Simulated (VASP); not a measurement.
# MgSc2C2 (Immm) in VASP: single point with PBE

Aim: the single point of MgSc2C2 with PBE.

Program: VASP 6.6.1. These are calculated values, not measurements. Logs are shortened: lines on timing, memory, paths and dates and some standing lists are left out, and cuts for length are marked.

**1. The cell of the first run**

Symmetry: Immm, No. 71, orthorhombic system. Conventional cell: a = 3.285 Å, b = 4.905 Å, c = 8.447 Å, α = 90.00°, β = 90.00°, γ = 90.00°. Mg (site symmetry mmm) has 4 C at 2.38 Å and 8 Sc at 2.92 to 3.10 Å and 2 Mg at 3.29 Å within 3.3 Å. Within 3.3 Å of Sc (site symmetry mm2) lie 6 C at 2.40 to 3.15 Å and 4 Mg at 2.92 to 3.10 Å and 7 Sc at 3.13 to 3.29 Å. C (site symmetry m2m) has 1 C at 1.46 Å within 1.9 Å.

The cell was generated, and may not be a known phase.

**2. Single point, PBE**

Contents of INCAR:

```
PREC = Accurate
ENCUT = 520
EDIFF = 1E-6
ISMEAR = 0
SIGMA = 0.1
LREAL = False
LASPH = True
NELM = 100
ALGO = Normal
ISIF = 2
LWAVE = False
LCHARG = True
GGA = PE
LELF = True
LVHAR = True
NBANDS = 24
```

Contents of KPOINTS:

```
Automatic mesh
0
Gamma
  14 14 14
```

Contents of POSCAR:

```
MgSc2C2
1.0
   -1.6426058414      2.4523045683      4.2236362826
    1.6426058414     -2.4523045683      4.2236362826
    1.6426058414      2.4523045683     -4.2236362826
Mg Sc C
1 2 2
Direct
    0.0000000000      0.0000000000      0.0000000000
    0.3116737618      0.8116737618      0.5000000000
    0.6883262382      0.1883262382      0.5000000000
    0.6487439303      0.5000000000      0.1487439303
    0.3512560697      0.5000000000      0.8512560697
```

Potentials or basis: VASP PAW PBE potentials, release 64 (Mg, Sc_sv, C).

Command:

```console
> cat potpaw_PBE.64/Mg/POTCAR potpaw_PBE.64/Sc_sv/POTCAR potpaw_PBE.64/C/POTCAR > POTCAR
> mpirun -np 1 vasp_std > vasp.out
```

OUTCAR:

```text
PREC = Accurate
   ENCUT = 520
   EDIFF = 1E-6
   ISMEAR = 0
   LREAL = False
   LASPH = True
   NELM = 100
   ISIF = 2
   GGA = PE

 ion  position               nearest neighbor table
   1  0.000  0.000  0.000-   5 2.38   4 2.38   5 2.38   4 2.38   3 2.92   2 2.92   3 2.92   2 2.92
                             2 3.10   3 3.10   2 3.10   3 3.10
   2  0.312  0.812  0.500-   5 2.40   4 2.40   5 2.40   4 2.40   1 2.92   1 2.92   1 3.10   1 3.10
                             3 3.13   3 3.13   3 3.13   3 3.13   3 3.18
   3  0.688  0.188  0.500-   4 2.40   5 2.40   4 2.40   5 2.40   1 2.92   1 2.92   1 3.10   1 3.10
                             2 3.13   2 3.13   2 3.13   2 3.13   2 3.18
   4  0.649  0.500  0.149-   5 1.46   1 2.38   1 2.38   3 2.40   3 2.40   2 2.40   2 2.40
   5  0.351  0.500  0.851-   4 1.46   1 2.38   1 2.38   2 2.40   2 2.40   3 2.40   3 2.40

  LATTYP: Found a body centered orthorhombic cell.
 ALAT       =     3.2852116828
 B/A-ratio  =     1.4929354971
 C/A-ratio  =     2.5713023637

  Lattice vectors:

 A1 = (  -1.6426058414,   2.4523045683,   4.2236362826)
 A2 = (   1.6426058414,  -2.4523045683,   4.2236362826)
 A3 = (   1.6426058414,   2.4523045683,  -4.2236362826)

Analysis of symmetry for initial positions (statically):
=====================================================================
 Subroutine PRICEL returns:
 Original cell was already a primitive cell.

 Routine SETGRP: Setting up the symmetry group for a
 body centered orthorhombic supercell.

 Subroutine GETGRP returns: Found  8 space group operations
 (whereof  8 operations were pure point group operations)
 out of a pool of  8 trial point group operations.

The static configuration has the point symmetry D_2h.

Analysis of symmetry for dynamics (positions and initial velocities):
=====================================================================
 Subroutine PRICEL returns:
 Original cell was already a primitive cell.

 Routine SETGRP: Setting up the symmetry group for a
 body centered orthorhombic supercell.

 Subroutine GETGRP returns: Found  8 space group operations
 (whereof  8 operations were pure point group operations)
 out of a pool of  8 trial point group operations.

The dynamic configuration has the point symmetry D_2h.

 Subroutine INISYM returns: Found  8 space group operations
 (whereof  8 operations are pure point group operations),
 and found     1 'primitive' translations

----------------------------------------------------------------------------------------

                                     Primitive cell

  volume of cell :      68.0541

  direct lattice vectors                    reciprocal lattice vectors
    -1.642605841  2.452304568  4.223636283     0.000000000  0.203889846  0.118381406
     1.642605841 -2.452304568  4.223636283     0.304394388  0.000000000  0.118381406
     1.642605841  2.452304568 -4.223636283     0.304394388  0.203889846  0.000000000

  length of vectors
     5.152771593  5.152771593  5.152771593     0.235765193  0.326603890  0.366370049

  position of ions in fractional coordinates (direct lattice)
     0.000000000  0.000000000  0.000000000
     0.311673762  0.811673762  0.500000000
     0.688326238  0.188326238  0.500000000
     0.648743930  0.500000000  0.148743930
     0.351256070  0.500000000  0.851256070

  ion indices of the primitive-cell ions
   primitive index   ion index
                 1           1
                 2           2
                 3           3
                 4           4
                 5           5

----------------------------------------------------------------------------------------

 KPOINTS: Automatic mesh

Automatic generation of k-mesh.
 Grid dimensions read from file:
 generate k-points for:   14   14   14

 Generating k-lattice:

  Cartesian coordinates                     Fractional coordinates (reciprocal lattice)
     0.000000000  0.014563560  0.008455815     0.071428571  0.000000000  0.000000000
     0.021742456  0.000000000  0.008455815     0.000000000  0.071428571  0.000000000
     0.021742456  0.014563560  0.000000000     0.000000000  0.000000000  0.071428571

  Length of vectors
     0.016840371  0.023328849  0.026169289

  Shift w.r.t. Gamma in fractional coordinates (k-lattice)
     0.000000000  0.000000000  0.000000000

 Subroutine IBZKPT returns following result:
 ===========================================

 Found    428 irreducible k-points:

 Following reciprocal coordinates:
            Coordinates               Weight
  0.000000  0.000000  0.000000      1.000000
  0.071429  0.000000 -0.000000      4.000000
  0.142857 -0.000000  0.000000      4.000000
  0.214286  0.000000  0.000000      4.000000
  0.285714  0.000000 -0.000000      4.000000
  0.357143  0.000000  0.000000      4.000000
[... 16 lines left out ...]
 -0.000000  0.142857  0.000000      4.000000
  0.071429  0.142857  0.000000      8.000000
 [... further k-points ...]
   k-points           NKPTS =    428   k-points in BZ     NKDIM =    428   number of bands    NBANDS=     24
   number of dos      NEDOS =    301   number of ions     NIONS =      5
   total plane-waves  NPLWV =  64000
   dimension x,y,z NGX =    40 NGY =   40 NGZ =   40
   dimension x,y,z NGXF=    80 NGYF=   80 NGZF=   80
   ions per type =               1   2   2
   NGX,Y,Z   is equivalent  to a cutoff of  12.91, 12.91, 12.91 a.u.
   NGXF,Y,Z  is equivalent  to a cutoff of  25.81, 25.81, 25.81 a.u.
 SYSTEM =  unknown system
   PREC   = accura    normal or accurate (medium, high low for compatibility)
   ISTART =      0    job   : 0-new  1-cont  2-samecut
   ICHARG =      2    charge: 1-file 2-atom 10-const
   ISPIN  =      1    spin polarized calculation?
   LNONCOLLINEAR =      F non collinear calculations
   LSORBIT =      F    spin-orbit coupling
   LASPH  =      T    aspherical Exc in radial PAW
   ENCUT  =  520.0 eV  38.22 Ry    6.18 a.u.   9.58  9.58  9.58*2*pi/ulx,y,z
   NELM   =    100;   NELMIN=  2; NELMDL= -5     # of ELM steps
   EDIFF  = 0.1E-05   stopping-criterion for ELM
   LREAL  =      F    real-space projection
   EDIFFG = 0.1E-04   stopping-criterion for IOM
   NSW    =      0    number of steps for IOM
   IBRION =     -1    ionic relax: 0-MD 1-quasi-New 2-CG
   NFREE  =      0    steps in history (QN), initial steepest desc. (CG)
   ISIF   =      2    stress and relaxation
   ISYM   =      2    0-nonsym 1-usesym 2-fastsym
   POTIM  = 0.5000    time-step for ionic-motion
   TEBEG  =    0.0;   TEEND  =   0.0 temperature during run
   PSTRESS=    0.0 pullay stress
   NELECT =      32.0000    total number of electrons
   NUPDOWN=      -1.0000    fix difference up-down
   EMIN   =  10.00;   EMAX   =-10.00  energy-range for DOS
   EFERMI =   0.00;   METHOD = LEGACY
   ISMEAR =     0;   SIGMA  =   0.10  broadening in eV -4-tet -1-fermi 0-gaus
   EFERMI_NEDOS =   21; number of points for ismear=-14 and -15
   IALGO  =     38    algorithm
   IMIX   =      4    mixing-type and parameters
     AMIX     =   0.40;   BMIX     =  1.00
     AMIX_MAG =   1.60;   BMIX_MAG =  1.00
  volume/ion in A,a.u.               =      13.61        91.85
  Fermi-wavevector in a.u.,A,eV,Ry     =   1.273034  2.405686 22.049820  1.620616
  Thomas-Fermi vector in A             =   2.405880
   LORBIT       =      0    0 simple, 1 ext, 2 COOP (PROOUT), +10 PAW based schemes
   GGA     = PE    functional components
   LHFCALC =     F    Hartree Fock is set to
   AEXX    =    0.0000 exact exchange contribution
   IVDW    =     0    specifies the selected vdW correction
   LEPSILON=     F    determine dielectric tensor
   LRPA    =     F    only Hartree local field effects (RPA)
 non-spin polarized calculation
 Gauss-broadening in eV      SIGMA  =   0.10
  energy-cutoff  :      520.00
  volume of cell :       68.05
 maximum number of plane-waves:      1857
   NGX = 19   NGY = 19   NGZ = 19

 number of electron      32.0000001 magnetization

 Free energy of the ion-electron system (eV)
  ---------------------------------------------------
  ext. energy  EPLUGINS =         0.00000000
  ---------------------------------------------------
  free energy    TOTEN  =       -32.72268813 eV

  energy without entropy =      -32.70805710  energy(sigma->0) =      -32.71537262

 E-fermi :   5.3705     XC(G=0): -10.9127

 val. band max:        5.3697825870   @ k =   0.4286  -0.2857   0.0714
 cond. band min:       5.3721239974   @ k =   0.5000   0.1429   0.0714
 fundamental gap:      0.0023414105
 Fermi energy:         5.3704800470

 k-point     1 :       0.0000    0.0000    0.0000
  band No.  band energies     occupation
      1     -43.6251      2.00000
      2     -43.5403      2.00000
      3     -22.4549      2.00000
      4     -22.4524      2.00000
      5     -22.2629      2.00000
      6     -22.1528      2.00000
[... 16 lines left out ...]
     23       8.7565      0.00000
     24       9.5815      0.00000

 k-point     2 :       0.0714    0.0000   -0.0000
  band No.  band energies     occupation
      1     -43.6241      2.00000
      2     -43.5413      2.00000
      3     -22.4555      2.00000
      4     -22.4513      2.00000
      5     -22.2608      2.00000
      6     -22.1517      2.00000
[... 16 lines left out ...]
     23       8.7734      0.00000
     24       9.4890      0.00000

 k-point     3 :       0.1429   -0.0000    0.0000
  band No.  band energies     occupation
      1     -43.6211      2.00000
      2     -43.5443      2.00000
      3     -22.4617      2.00000
      4     -22.4430      2.00000
      5     -22.2552      2.00000
      6     -22.1484      2.00000
[... 16 lines left out ...]
     23       8.7884      0.00000
     24       9.3137      0.00000
[... 514 lines left out ...]
 k-point    23 :      -0.0000    0.1429    0.0000
  band No.  band energies     occupation
      1     -43.6171      2.00000
      2     -43.5405      2.00000
      3     -22.4436      2.00000
      4     -22.4336      2.00000
      5     -22.2707      2.00000
      6     -22.1793      2.00000
[... 16 lines left out ...]
     23       9.2280      0.00000
     24       9.8687      0.00000

 k-point    24 :       0.0714    0.1429    0.0000
  band No.  band energies     occupation
      1     -43.6156      2.00000
      2     -43.5421      2.00000
      3     -22.4472      2.00000
      4     -22.4316      2.00000
      5     -22.2697      2.00000
      6     -22.1792      2.00000
[... 16 lines left out ...]
     23       9.2250      0.00000
     24       9.6912      0.00000

 [... further k-points ...]

------------------------ aborting loop because EDIFF is reached ----------------------------------------

  FORCE on cell =-STRESS in cart. coord.  units (eV):
  Direction    XX          YY          ZZ          XY          YZ          ZX
  --------------------------------------------------------------------------------------
  -------------------------------------------------------------------------------------
  Total        0.1302098      0.0920818      0.1649090      0.0000000      0.0000000      0.0000000
  in kB        3.0654917      2.1678540      3.8824034      0.0000000      0.0000000      0.0000000
  external PRESSURE =       3.0385830 kB  Pullay stress =       0.0000000 kB

 VOLUME and BASIS-vectors are now :
 -----------------------------------------------------------------------------
  energy-cutoff  :      520.00
  volume of cell :       68.05
      direct lattice vectors                 reciprocal lattice vectors
    -1.642605841  2.452304568  4.223636283     0.000000000  0.203889846  0.118381406
     1.642605841 -2.452304568  4.223636283     0.304394388  0.000000000  0.118381406
     1.642605841  2.452304568 -4.223636283     0.304394388  0.203889846  0.000000000

 POSITION                                       TOTAL-FORCE (eV/Angst)
 -----------------------------------------------------------------------------------
      0.00000      0.00000      0.00000         0.000000      0.000000      0.000000
      1.64261      0.00000      2.63279        -0.000000      0.000000     -0.046400
      0.00000      2.45230      1.59084        -0.000000      0.000000      0.046400
     -0.00000      0.72953      4.22364        -0.000000      0.086282      0.000000
      1.64261      1.72277      0.00000         0.000000     -0.086282      0.000000
 -----------------------------------------------------------------------------------
    total drift:                               -0.000000      0.000000     -0.000000

  FREE ENERGIE OF THE ION-ELECTRON SYSTEM (eV)
  ---------------------------------------------------
  free  energy   TOTEN  =       -32.7226881317 eV

  energy  without entropy=      -32.7080571033  energy(sigma->0) =      -32.71537262
```

Run time: 7.7 min. Hardware: 1 thread of Intel Xeon Platinum 8559C (Emerald Rapids), shared host; peak memory 0.78 GiB.

Results:

- Free energy: -32.7227 eV
- Pressure: 0.3 GPa
- Largest force: 0.086 eV/Å
- Band gap on the k mesh: zero (bands 16 and 17 overlap by 2.00 eV)

Forces on the atoms (eV/Å):
```
Mg   0.000  0.000  0.000
Sc   0.000  0.000 -0.046
Sc   0.000  0.000  0.046
C    0.000  0.086  0.000
C    0.000 -0.086  0.000
```

Levels at points of the mesh, in eV from the Fermi level:
```
           k point  band 14  band 15  band 16  band 17  band 18  band 19
(0.00, 0.00, 0.00)    -0.94    -0.89    -0.04     0.38     1.97     2.31
(0.50, 0.00, 0.00)    -1.95    -0.14     0.55     0.73     1.05     1.91
(0.00, 0.50, 0.00)    -1.91    -1.15    -1.13    -0.96     1.67     2.76
(0.50, 0.50, 0.00)    -2.77    -1.84     0.14     0.59     0.69     1.99
(0.50, 0.50, 0.50)    -0.50    -0.43     0.14     1.15     1.42     1.44
```
